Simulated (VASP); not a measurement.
# TaN (P1) in VASP: single point with PBEsol

Aim: the single point of TaN with PBEsol.

Program: VASP 6.6.1. These are calculated values, not measurements. Logs are shortened: lines on timing, memory, paths and dates and some standing lists are left out, and cuts for length are marked.

### Step 1. The cell of the first run

The typed cell holds 2 atoms: a = 3.158 Å, b = 3.176 Å, c = 2.999 Å, α = 59.23°, β = 58.08°, γ = 59.60°.

### Step 2. Single point, PBEsol (atoms moved at random and the cell strained at random)

File INCAR:

```
SYSTEM = TaN
ALGO = Normal
EDIFF = 1E-6
ENCUT = 520
GGA = PS
ISIF = 2
ISMEAR = 0
LASPH = .TRUE.
LCHARG = .FALSE.
LREAL = .FALSE.
LWAVE = .FALSE.
NBANDS = 15
NELM = 60
PREC = Accurate
SIGMA = 0.1
```

File KPOINTS:

```
k-points
0
G
  14 14 16
  0 0 0
```

File POSCAR:

```
TaN
1.0
    0.0122459800      2.2258920800      2.2407528600
    2.2219698800     -0.0158849100      2.2688837500
    2.1034758600      2.1355289500      0.1026091100
Ta N
1 1
Direct
    0.4850321248      0.4934121156      0.5221454796
    0.0149678752      0.0065878844     -0.0221454796
```

Potentials or basis: VASP PAW PBE potentials, release 64 (Ta_pv, N).

Command:

```sh
> cat potpaw_PBE.64/Ta_pv/POTCAR potpaw_PBE.64/N/POTCAR > POTCAR
> mpirun -np 1 vasp_std > vasp.out
```

OUTCAR:

```text
SYSTEM = TaN
   EDIFF = 1E-6
   ENCUT = 520
   GGA = PS
   ISIF = 2
   ISMEAR = 0
   LASPH = .TRUE.
   LREAL = .FALSE.
   NELM = 60
   PREC = Accurate

 ion  position               nearest neighbor table
   1  0.485  0.493  0.522-   2 2.10   2 2.12   2 2.17   2 2.22   2 2.22   2 2.30
   2  0.015  0.007  0.978-   1 2.10   1 2.12   1 2.17   1 2.22   1 2.22   1 2.30

  LATTYP: Found a triclinic cell.
 ALAT       =     2.9921675424
 B/A-ratio  =     2.4072565720
 C/A-ratio  =     1.0555679461
 COS(alpha) =     0.0010622214
 COS(beta)  =     0.5255324360
 COS(gamma) =     0.7947703650

  Lattice vectors:

 A1 = (  -2.0912298800,   0.0903631300,   2.1381437500)
 A2 = (  -4.0762117200,  -4.1965796800,   4.2018092800)
 A3 = (   0.0122459800,   2.2258920800,   2.2407528600)

Analysis of symmetry for initial positions (statically):
=====================================================================
 Subroutine PRICEL returns:
 Original cell was already a primitive cell.

 Routine SETGRP: Setting up the symmetry group for a
 triclinic supercell.

 Subroutine GETGRP returns: Found  1 space group operations
 (whereof  1 operations were pure point group operations)
 out of a pool of  2 trial point group operations.

The static configuration has the point symmetry C_1 .

Analysis of symmetry for dynamics (positions and initial velocities):
=====================================================================
 Subroutine PRICEL returns:
 Original cell was already a primitive cell.

 Routine SETGRP: Setting up the symmetry group for a
 triclinic supercell.

 Subroutine GETGRP returns: Found  1 space group operations
 (whereof  1 operations were pure point group operations)
 out of a pool of  2 trial point group operations.

The dynamic configuration has the point symmetry C_1 .

 Subroutine INISYM returns: Found  1 space group operations
 (whereof  1 operations are pure point group operations),
 and found     1 'primitive' translations

----------------------------------------------------------------------------------------

                                     Primitive cell

  volume of cell :      20.7637

  direct lattice vectors                    reciprocal lattice vectors
     0.012245980  2.225892080  2.240752860    -0.233430783  0.218869390  0.230136467
     2.221969880 -0.015884910  2.268883750     0.219459262 -0.226939474  0.224235030
     2.103475860  2.135528950  0.102609110     0.244940637  0.238449329 -0.238206551

  length of vectors
     3.158436147  3.175726051  2.999270448     0.394152932  0.387227635  0.416648964

  position of ions in fractional coordinates (direct lattice)
     0.485032125  0.493412116  0.522145480
     0.014967875  0.006587884  0.977854520

  ion indices of the primitive-cell ions
   primitive index   ion index
                 1           1
                 2           2

----------------------------------------------------------------------------------------

 KPOINTS: k-points

Automatic generation of k-mesh.
 Grid dimensions read from file:
 generate k-points for:   14   14   16

 Generating k-lattice:

  Cartesian coordinates                     Fractional coordinates (reciprocal lattice)
    -0.016673627  0.015633528  0.016438319     0.071428571 -0.000000000 -0.000000000
     0.015675662 -0.016209962  0.016016788    -0.000000000  0.071428571  0.000000000
     0.015308790  0.014903083 -0.014887909    -0.000000000 -0.000000000  0.062500000

  Length of vectors
     0.028153781  0.027659117  0.026040560

  Shift w.r.t. Gamma in fractional coordinates (k-lattice)
     0.000000000  0.000000000  0.000000000

 Subroutine IBZKPT returns following result:
 ===========================================

 Found   1572 irreducible k-points:

 Following reciprocal coordinates:
            Coordinates               Weight
  0.000000  0.000000  0.000000      1.000000
  0.071429  0.000000 -0.000000      2.000000
  0.142857  0.000000  0.000000      2.000000
  0.214286  0.000000  0.000000      2.000000
  0.285714  0.000000 -0.000000      2.000000
  0.357143  0.000000  0.000000      2.000000
[... 16 lines left out ...]
  0.000000  0.142857 -0.000000      2.000000
  0.071429  0.142857 -0.000000      2.000000
 [... further k-points ...]
   k-points           NKPTS =   1572   k-points in BZ     NKDIM =   1572   number of bands    NBANDS=     15
   number of dos      NEDOS =    301   number of ions     NIONS =      2
   total plane-waves  NPLWV =  13824
   dimension x,y,z NGX =    24 NGY =   24 NGZ =   24
   dimension x,y,z NGXF=    48 NGYF=   48 NGZF=   48
   ions per type =               1   1
   NGX,Y,Z   is equivalent  to a cutoff of  12.63, 12.56, 13.30 a.u.
   NGXF,Y,Z  is equivalent  to a cutoff of  25.27, 25.13, 26.61 a.u.
 SYSTEM =  TaN
   PREC   = accura    normal or accurate (medium, high low for compatibility)
   ISTART =      0    job   : 0-new  1-cont  2-samecut
   ICHARG =      2    charge: 1-file 2-atom 10-const
   ISPIN  =      1    spin polarized calculation?
   LNONCOLLINEAR =      F non collinear calculations
   LSORBIT =      F    spin-orbit coupling
   LASPH  =      T    aspherical Exc in radial PAW
   ENCUT  =  520.0 eV  38.22 Ry    6.18 a.u.   5.87  5.90  5.58*2*pi/ulx,y,z
   NELM   =     60;   NELMIN=  2; NELMDL= -5     # of ELM steps
   EDIFF  = 0.1E-05   stopping-criterion for ELM
   LREAL  =      F    real-space projection
   EDIFFG = 0.1E-04   stopping-criterion for IOM
   NSW    =      0    number of steps for IOM
   IBRION =     -1    ionic relax: 0-MD 1-quasi-New 2-CG
   NFREE  =      0    steps in history (QN), initial steepest desc. (CG)
   ISIF   =      2    stress and relaxation
   ISYM   =      2    0-nonsym 1-usesym 2-fastsym
   POTIM  = 0.5000    time-step for ionic-motion
   TEBEG  =    0.0;   TEEND  =   0.0 temperature during run
   PSTRESS=    0.0 pullay stress
   NELECT =      16.0000    total number of electrons
   NUPDOWN=      -1.0000    fix difference up-down
   EMIN   =  10.00;   EMAX   =-10.00  energy-range for DOS
   EFERMI =   0.00;   METHOD = LEGACY
   ISMEAR =     0;   SIGMA  =   0.10  broadening in eV -4-tet -1-fermi 0-gaus
   EFERMI_NEDOS =   21; number of points for ismear=-14 and -15
   IALGO  =     38    algorithm
   IMIX   =      4    mixing-type and parameters
     AMIX     =   0.40;   BMIX     =  1.00
     AMIX_MAG =   1.60;   BMIX_MAG =  1.00
  volume/ion in A,a.u.               =      10.38        70.06
  Fermi-wavevector in a.u.,A,eV,Ry     =   1.500881  2.836254 30.649081  2.252644
  Thomas-Fermi vector in A             =   2.612324
   LORBIT       =      0    0 simple, 1 ext, 2 COOP (PROOUT), +10 PAW based schemes
   GGA     = PS    functional components
   LHFCALC =     F    Hartree Fock is set to
   AEXX    =    0.0000 exact exchange contribution
   IVDW    =     0    specifies the selected vdW correction
   LEPSILON=     F    determine dielectric tensor
   LRPA    =     F    only Hartree local field effects (RPA)
 non-spin polarized calculation
 Gauss-broadening in eV      SIGMA  =   0.10
  energy-cutoff  :      520.00
  volume of cell :       20.76
 maximum number of plane-waves:       572
   NGX = 11   NGY = 11   NGZ = 11

 number of electron      16.0000001 magnetization

 Free energy of the ion-electron system (eV)
  ---------------------------------------------------
  ext. energy  EPLUGINS =         0.00000000
  ---------------------------------------------------
  free energy    TOTEN  =       -23.11170132 eV

  energy without entropy =      -23.10806832  energy(sigma->0) =      -23.10988482

 E-fermi :   9.5244     XC(G=0): -13.7150

 val. band max:        9.5243102385   @ k =   0.5000   0.0714   0.1875
 cond. band min:       9.5268837478   @ k =   0.2143  -0.4286   0.3125
 fundamental gap:      0.0025735093
 Fermi energy:         9.5243722561

 k-point     1 :       0.0000    0.0000    0.0000
  band No.  band energies     occupation
      1     -26.0707      2.00000
      2     -26.0336      2.00000
      3     -25.8942      2.00000
      4      -9.3476      2.00000
      5       5.3685      2.00000
      6       5.4233      2.00000
      7       5.7679      2.00000
      8       6.9410      2.00000
      9       7.3737      2.00000
     10       8.5135      2.00000
     11       9.8895      0.00000
     12      10.0325      0.00000
     13      11.6756      0.00000
     14      19.1024      0.00000
     15      22.0809      0.00000

 k-point     2 :       0.0714    0.0000   -0.0000
  band No.  band energies     occupation
      1     -26.0821      2.00000
      2     -26.0664      2.00000
      3     -25.9093      2.00000
      4      -9.2178      2.00000
      5       4.7335      2.00000
      6       5.0426      2.00000
      7       5.5451      2.00000
      8       7.1361      2.00000
      9       7.5857      2.00000
     10       8.5214      2.00000
     11      10.4385      0.00000
     12      10.5094      0.00000
     13      12.0368      0.00000
     14      19.4806      0.00000
     15      22.0806      0.00000

 k-point     3 :       0.1429    0.0000    0.0000
  band No.  band energies     occupation
      1     -26.2064      2.00000
      2     -26.0784      2.00000
      3     -25.9364      2.00000
      4      -8.8474      2.00000
      5       3.6098      2.00000
      6       4.2069      2.00000
      7       4.8385      2.00000
      8       7.5991      2.00000
      9       8.0146      2.00000
     10       8.7807      2.00000
     11      11.5816      0.00000
     12      11.6452      0.00000
     13      12.9508      0.00000
     14      20.4993      0.00000
     15      22.0798      0.00000

 k-point     4 :       0.2143    0.0000    0.0000
  band No.  band energies     occupation
      1     -26.3984      2.00000
      2     -26.0890      2.00000
      3     -25.9632      2.00000
      4      -8.2888      2.00000
      5       2.3654      2.00000
      6       3.3505      2.00000
      7       4.0465      2.00000
      8       8.2416      2.00000
      9       8.5388      2.00000
     10       9.3338      1.99297
     11      12.9269      0.00000
     12      13.0515      0.00000
     13      14.0636      0.00000
     14      21.7068      0.00000
     15      22.0841      0.00000
[... 307 lines left out ...]
 k-point    22 :      -0.0714    0.0714    0.0000
  band No.  band energies     occupation
      1     -26.1620      2.00000
      2     -26.0695      2.00000
      3     -25.9121      2.00000
      4      -9.0098      2.00000
      5       3.9173      2.00000
      6       4.6810      2.00000
      7       5.1369      2.00000
      8       7.6019      2.00000
      9       7.7725      2.00000
     10       8.6989      2.00000
     11      10.4319      0.00000
     12      11.5803      0.00000
     13      12.6950      0.00000
     14      19.9749      0.00000
     15      22.0801      0.00000

 k-point    23 :       0.0000    0.1429   -0.0000
  band No.  band energies     occupation
      1     -26.2410      2.00000
      2     -26.0472      2.00000
      3     -25.9169      2.00000
      4      -8.8560      2.00000
      5       3.4638      2.00000
      6       4.3005      2.00000
      7       4.9726      2.00000
      8       7.6852      2.00000
      9       7.9650      2.00000
     10       8.8183      2.00000
     11      11.4457      0.00000
     12      11.8055      0.00000
     13      12.7785      0.00000
     14      20.3456      0.00000
     15      22.0798      0.00000

 k-point    24 :       0.0714    0.1429   -0.0000
  band No.  band energies     occupation
      1     -26.2004      2.00000
      2     -26.0557      2.00000
      3     -25.9413      2.00000
      4      -8.9132      2.00000
      5       3.4749      2.00000
      6       4.5289      2.00000
      7       5.2409      2.00000
      8       7.0967      2.00000
      9       8.2815      2.00000
     10       9.0219      2.00000
     11      10.6763      0.00000
     12      11.6927      0.00000
     13      12.9913      0.00000
     14      20.3680      0.00000
     15      22.0798      0.00000

 [... further k-points ...]
[... 5 lines left out ...]
  --------------------------------------------------------------------------------------
  -------------------------------------------------------------------------------------
  Total        1.9783015      0.3179957      0.3745709      0.5548990     -0.3736555     -0.5702885
  in kB      152.6502085     24.5372699     28.9027368     42.8172576    -28.8321057    -44.0047475
  external PRESSURE =      68.6967384 kB  Pullay stress =       0.0000000 kB

 VOLUME and BASIS-vectors are now :
 -----------------------------------------------------------------------------
  energy-cutoff  :      520.00
  volume of cell :       20.76
      direct lattice vectors                 reciprocal lattice vectors
     0.012245980  2.225892080  2.240752860    -0.233430783  0.218869390  0.230136467
     2.221969880 -0.015884910  2.268883750     0.219459262 -0.226939474  0.224235030
     2.103475860  2.135528950  0.102609110     0.244940637  0.238449329 -0.238206551

 POSITION                                       TOTAL-FORCE (eV/Angst)
 -----------------------------------------------------------------------------------
      2.20061      2.18685      2.25991        -0.682978     -0.217452      0.716884
      2.07171      2.12145      0.14882         0.682978      0.217452     -0.716884
 -----------------------------------------------------------------------------------
    total drift:                                0.000074      0.000094     -0.000095

  FREE ENERGIE OF THE ION-ELECTRON SYSTEM (eV)
  ---------------------------------------------------
  free  energy   TOTEN  =       -23.1117013159 eV

  energy  without entropy=      -23.1080683226  energy(sigma->0) =      -23.10988482
```

Wall time 2.1 min (1 thread of Intel Xeon 6975P-C (Granite Rapids), shared host); peak memory 0.57 GiB.

Results:

```yaml
Free_energy: -23.1117 eV
Pressure: 6.9 GPa
Largest_force: 1.014 eV/Å
Band_gap_on_the_k_mesh: zero (band 8 reaches 11.63 eV, above the bottom of band 9 at 7.37 eV)
```

Forces in eV/Å, atoms in the order of the input:
```
Ta  -0.683 -0.217  0.717
N    0.683  0.217 -0.717
```

Stress tensor (GPa, compression positive):
```
15.27  4.28 -4.40
 4.28  2.45 -2.88
-4.40 -2.88  2.89
```

Caveat: the cell differs from its parent crystal (atoms moved at random and the cell strained at random); the PAW data sets were made with another functional, which shifts forces and pressure a little; spin-orbit coupling is left out, which moves the levels of the heavy elements.
